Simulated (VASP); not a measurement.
# CdS (F-43m) in VASP: notebook

The runs below take CdS through single point, with LDA.

All numbers are computed with VASP 6.6.1; they aren't measurements. Logs are shortened: lines on timing, memory, paths and dates and some standing lists are left out, and cuts for length are marked.

### 1 The cell of the first run

The structure is cubic, space group F-43m (No. 216). Conventional cell: a = 5.756 Å, b = 5.756 Å, c = 5.756 Å, α = 90.00°, β = 90.00°, γ = 90.00°. Cd (site symmetry -43m) has 4 S at 2.49 Å within 3.3 Å. Within 3.3 Å of S (site symmetry -43m) lie 4 Cd at 2.49 Å.

### 2 Single point, LDA

INCAR reads:

```
SYSTEM = CdS
PREC = Accurate ; ENCUT = 500
EDIFF = 1E-6 ; ISMEAR = 0
SIGMA = 0.02 ; LREAL = .FALSE.
LASPH = .TRUE. ; NELM = 120
ALGO = Normal ; ISIF = 2
LWAVE = .FALSE. ; LCHARG = .FALSE.
NBANDS = 16 ; GGA_COMPAT = .FALSE.
```

KPOINTS reads:

```
regular mesh
0
G
  8 8 8
  0 0 0
```

POSCAR reads:

```
CdS
1.0
    0.0000000000      2.8782482513      2.8782482513
    2.8782482513      0.0000000000      2.8782482513
    2.8782482513      2.8782482513      0.0000000000
Cd S
1 1
Direct
    0.0000000000      0.0000000000      0.0000000000
    0.2500000000      0.2500000000      0.2500000000
```

Potentials or basis: VASP PAW LDA potentials, release 64 (Cd, S).

Command:

```sh
> cat potpaw_LDA.64/Cd/POTCAR potpaw_LDA.64/S/POTCAR > POTCAR
> mpirun -np 1 vasp_std > vasp.out
```

OUTCAR:

```text
SYSTEM = CdS
   PREC = Accurate
   ENCUT = 500
   EDIFF = 1E-6
   ISMEAR = 0
   LREAL = .FALSE.
   LASPH = .TRUE.
   NELM = 120
   ISIF = 2

 ion  position               nearest neighbor table
   1  0.000  0.000  0.000-   2 2.49   2 2.49   2 2.49   2 2.49
   2  0.250  0.250  0.250-   1 2.49   1 2.49   1 2.49   1 2.49

  LATTYP: Found a face centered cubic cell.
 ALAT       =     5.7564965026

  Lattice vectors:

 A1 = (   0.0000000000,   2.8782482513,   2.8782482513)
 A2 = (   2.8782482513,   0.0000000000,   2.8782482513)
 A3 = (   2.8782482513,   2.8782482513,   0.0000000000)

Analysis of symmetry for initial positions (statically):
=====================================================================
 Subroutine PRICEL returns:
 Original cell was already a primitive cell.

 Routine SETGRP: Setting up the symmetry group for a
 face centered cubic supercell.

 Subroutine GETGRP returns: Found 24 space group operations
 (whereof 24 operations were pure point group operations)
 out of a pool of 48 trial point group operations.

The static configuration has the point symmetry T_d .

Analysis of symmetry for dynamics (positions and initial velocities):
=====================================================================
 Subroutine PRICEL returns:
 Original cell was already a primitive cell.

 Routine SETGRP: Setting up the symmetry group for a
 face centered cubic supercell.

 Subroutine GETGRP returns: Found 24 space group operations
 (whereof 24 operations were pure point group operations)
 out of a pool of 48 trial point group operations.

The dynamic configuration has the point symmetry T_d .

 Subroutine INISYM returns: Found 24 space group operations
 (whereof 24 operations are pure point group operations),
 and found     1 'primitive' translations

----------------------------------------------------------------------------------------

                                     Primitive cell

  volume of cell :      47.6886

  direct lattice vectors                    reciprocal lattice vectors
     0.000000000  2.878248251  2.878248251    -0.173716774  0.173716774  0.173716774
     2.878248251  0.000000000  2.878248251     0.173716774 -0.173716774  0.173716774
     2.878248251  2.878248251  0.000000000     0.173716774  0.173716774 -0.173716774

  length of vectors
     4.070457713  4.070457713  4.070457713     0.300886278  0.300886278  0.300886278

  position of ions in fractional coordinates (direct lattice)
     0.000000000  0.000000000  0.000000000
     0.250000000  0.250000000  0.250000000

  ion indices of the primitive-cell ions
   primitive index   ion index
                 1           1
                 2           2

----------------------------------------------------------------------------------------

 KPOINTS: regular mesh

Automatic generation of k-mesh.
 Grid dimensions read from file:
 generate k-points for:    8    8    8

 Generating k-lattice:

  Cartesian coordinates                     Fractional coordinates (reciprocal lattice)
    -0.021714597  0.021714597  0.021714597     0.125000000  0.000000000  0.000000000
     0.021714597 -0.021714597  0.021714597     0.000000000  0.125000000  0.000000000
     0.021714597  0.021714597 -0.021714597     0.000000000  0.000000000  0.125000000

  Length of vectors
     0.037610785  0.037610785  0.037610785

  Shift w.r.t. Gamma in fractional coordinates (k-lattice)
     0.000000000  0.000000000  0.000000000

 Subroutine IBZKPT returns following result:
 ===========================================

 Found     29 irreducible k-points:

 Following reciprocal coordinates:
            Coordinates               Weight
  0.000000  0.000000  0.000000      1.000000
  0.125000  0.000000  0.000000      8.000000
  0.250000  0.000000  0.000000      8.000000
  0.375000  0.000000  0.000000      8.000000
  0.500000  0.000000  0.000000      4.000000
  0.125000  0.125000  0.000000      6.000000
[... 16 lines left out ...]
  0.500000  0.250000  0.125000     48.000000
 -0.375000  0.250000  0.125000     24.000000
 [... further k-points ...]
   k-points           NKPTS =     29   k-points in BZ     NKDIM =     29   number of bands    NBANDS=     16
   number of dos      NEDOS =    301   number of ions     NIONS =      2
   total plane-waves  NPLWV =  27000
   dimension x,y,z NGX =    30 NGY =   30 NGZ =   30
   dimension x,y,z NGXF=    60 NGYF=   60 NGZF=   60
   ions per type =               1   1
   NGX,Y,Z   is equivalent  to a cutoff of  12.25, 12.25, 12.25 a.u.
   NGXF,Y,Z  is equivalent  to a cutoff of  24.51, 24.51, 24.51 a.u.
 SYSTEM =  CdS
   PREC   = accura    normal or accurate (medium, high low for compatibility)
   ISTART =      0    job   : 0-new  1-cont  2-samecut
   ICHARG =      2    charge: 1-file 2-atom 10-const
   ISPIN  =      1    spin polarized calculation?
   LNONCOLLINEAR =      F non collinear calculations
   LSORBIT =      F    spin-orbit coupling
   LASPH  =      T    aspherical Exc in radial PAW
   ENCUT  =  500.0 eV  36.75 Ry    6.06 a.u.   7.42  7.42  7.42*2*pi/ulx,y,z
   NELM   =    120;   NELMIN=  2; NELMDL= -5     # of ELM steps
   EDIFF  = 0.1E-05   stopping-criterion for ELM
   LREAL  =      F    real-space projection
   EDIFFG = 0.1E-04   stopping-criterion for IOM
   NSW    =      0    number of steps for IOM
   IBRION =     -1    ionic relax: 0-MD 1-quasi-New 2-CG
   NFREE  =      0    steps in history (QN), initial steepest desc. (CG)
   ISIF   =      2    stress and relaxation
   ISYM   =      2    0-nonsym 1-usesym 2-fastsym
   POTIM  = 0.5000    time-step for ionic-motion
   TEBEG  =    0.0;   TEEND  =   0.0 temperature during run
   PSTRESS=    0.0 pullay stress
   NELECT =      18.0000    total number of electrons
   NUPDOWN=      -1.0000    fix difference up-down
   EMIN   =  10.00;   EMAX   =-10.00  energy-range for DOS
   EFERMI =   0.00;   METHOD = LEGACY
   ISMEAR =     0;   SIGMA  =   0.02  broadening in eV -4-tet -1-fermi 0-gaus
   EFERMI_NEDOS =   21; number of points for ismear=-14 and -15
   IALGO  =     38    algorithm
   IMIX   =      4    mixing-type and parameters
     AMIX     =   0.40;   BMIX     =  1.00
     AMIX_MAG =   1.60;   BMIX_MAG =  1.00
  volume/ion in A,a.u.               =      23.84       160.91
  Fermi-wavevector in a.u.,A,eV,Ry     =   1.183116  2.235766 19.044946  1.399764
  Thomas-Fermi vector in A             =   2.319357
   LORBIT       =      0    0 simple, 1 ext, 2 COOP (PROOUT), +10 PAW based schemes
   GGA     = CA    functional components
   LHFCALC =     F    Hartree Fock is set to
   AEXX    =    0.0000 exact exchange contribution
   IVDW    =     0    specifies the selected vdW correction
   LEPSILON=     F    determine dielectric tensor
   LRPA    =     F    only Hartree local field effects (RPA)
 non-spin polarized calculation
 Gauss-broadening in eV      SIGMA  =   0.02
  energy-cutoff  :      500.00
  volume of cell :       47.69
 maximum number of plane-waves:      1243
 NGX is ok and might be reduce to    30
   NGX = 15   NGY = 15   NGZ = 15

 number of electron      18.0000008 magnetization

 Free energy of the ion-electron system (eV)
  ---------------------------------------------------
  ext. energy  EPLUGINS =         0.00000000
  ---------------------------------------------------
  free energy    TOTEN  =        -7.40659687 eV

  energy without entropy =       -7.40659687  energy(sigma->0) =       -7.40659687

 E-fermi :   1.5882     XC(G=0):  -9.7671

 val. band max:        1.4834862964   @ k =   0.0000   0.0000   0.0000
 cond. band min:       2.4608284137   @ k =   0.0000   0.0000   0.0000
 fundamental gap:      0.9773421173
 Fermi energy:         1.5882300650

 k-point     1 :       0.0000    0.0000    0.0000
  band No.  band energies     occupation
      1     -11.1274      2.00000
      2      -6.4545      2.00000
      3      -6.4545      2.00000
      4      -6.4545      2.00000
      5      -5.9139      2.00000
      6      -5.9139      2.00000
[... 8 lines left out ...]
     15      12.9869      0.00000
     16      12.9869      0.00000

 k-point     2 :       0.1250    0.0000    0.0000
  band No.  band energies     occupation
      1     -11.0571      2.00000
      2      -6.4294      2.00000
      3      -6.4294      2.00000
      4      -6.4015      2.00000
      5      -5.9153      2.00000
      6      -5.9153      2.00000
[... 8 lines left out ...]
     15      12.3132      0.00000
     16      13.3167      0.00000

 k-point     3 :       0.2500    0.0000    0.0000
  band No.  band energies     occupation
      1     -10.8863      2.00000
      2      -6.3750      2.00000
      3      -6.3750      2.00000
      4      -6.2012      2.00000
      5      -5.9097      2.00000
      6      -5.9097      2.00000
[... 8 lines left out ...]
     15      12.0566      0.00000
     16      12.5933      0.00000

 k-point     4 :       0.3750    0.0000    0.0000
  band No.  band energies     occupation
      1     -10.7153      2.00000
      2      -6.3334      2.00000
      3      -6.3334      2.00000
      4      -5.8869      2.00000
      5      -5.8869      2.00000
      6      -5.8055      2.00000
[... 8 lines left out ...]
     15      12.9520      0.00000
     16      12.9520      0.00000
[... 324 lines left out ...]
 k-point    22 :       0.3750    0.2500    0.1250
  band No.  band energies     occupation
      1     -10.7608      2.00000
      2      -6.3195      2.00000
      3      -6.2889      2.00000
      4      -6.1249      2.00000
      5      -5.9117      2.00000
      6      -5.8488      2.00000
[... 8 lines left out ...]
     15      13.4944      0.00000
     16      15.2912      0.00000

 k-point    23 :       0.5000    0.2500    0.1250
  band No.  band energies     occupation
      1     -10.6266      2.00000
      2      -6.2798      2.00000
      3      -6.2488      2.00000
      4      -5.9981      2.00000
      5      -5.8770      2.00000
      6      -5.6050      2.00000
[... 8 lines left out ...]
     15      14.2945      0.00000
     16      14.5930      0.00000

 k-point    24 :      -0.3750    0.2500    0.1250
  band No.  band energies     occupation
      1     -10.5720      2.00000
      2      -6.2754      2.00000
      3      -6.2292      2.00000
      4      -5.9483      2.00000
      5      -5.8847      2.00000
      6      -5.3613      2.00000
[... 8 lines left out ...]
     15      13.7124      0.00000
     16      14.6918      0.00000

 [... further k-points ...]

------------------------ aborting loop because EDIFF is reached ----------------------------------------

  FORCE on cell =-STRESS in cart. coord.  units (eV):
  Direction    XX          YY          ZZ          XY          YZ          ZX
  --------------------------------------------------------------------------------------
  -------------------------------------------------------------------------------------
  Total        0.1639356      0.1639356      0.1639356      0.0000000      0.0000000      0.0000000
  in kB        5.5076838      5.5076838      5.5076838      0.0000000      0.0000000      0.0000000
  external PRESSURE =       5.5076838 kB  Pullay stress =       0.0000000 kB

 VOLUME and BASIS-vectors are now :
 -----------------------------------------------------------------------------
  energy-cutoff  :      500.00
  volume of cell :       47.69
      direct lattice vectors                 reciprocal lattice vectors
     0.000000000  2.878248251  2.878248251    -0.173716774  0.173716774  0.173716774
     2.878248251  0.000000000  2.878248251     0.173716774 -0.173716774  0.173716774
     2.878248251  2.878248251  0.000000000     0.173716774  0.173716774 -0.173716774

 POSITION                                       TOTAL-FORCE (eV/Angst)
 -----------------------------------------------------------------------------------
      0.00000      0.00000      0.00000        -0.000000     -0.000000     -0.000000
      1.43912      1.43912      1.43912         0.000000      0.000000      0.000000
 -----------------------------------------------------------------------------------
    total drift:                               -0.000000     -0.000000     -0.000000

  FREE ENERGIE OF THE ION-ELECTRON SYSTEM (eV)
  ---------------------------------------------------
  free  energy   TOTEN  =        -7.4065968715 eV

  energy  without entropy=       -7.4065968715  energy(sigma->0) =       -7.40659687
```

Wall time 22 s (1 thread of Intel Xeon Platinum 8488C (Sapphire Rapids), shared host); peak memory 0.15 GiB.

What came out:

- Free energy: -7.4066 eV
- Pressure: 0.6 GPa
- Band gap on the k mesh: 0.98 eV

Levels at points of the mesh, in eV from the valence-band top:
| k point | band 5 | band 6 | band 7 | band 8 | band 9 | band 10 | band 11 | band 12 | band 13 | band 14 |
| --- | --- | --- | --- | --- | --- | --- | --- | --- | --- | --- |
| (0.00, 0.00, 0.00) | -7.40 | -7.40 | 0.00 | 0.00 | 0.00 | 0.98 | 6.35 | 6.35 | 6.35 | 11.30 |
| (0.50, 0.00, 0.00) | -7.35 | -6.98 | -4.77 | -0.83 | -0.83 | 2.84 | 6.84 | 6.84 | 7.34 | 10.89 |
| (0.50, 0.50, 0.00) | -7.30 | -6.91 | -4.23 | -2.07 | -2.07 | 3.24 | 4.21 | 9.13 | 10.78 | 10.78 |

(Part 1 of 2 ends here.)
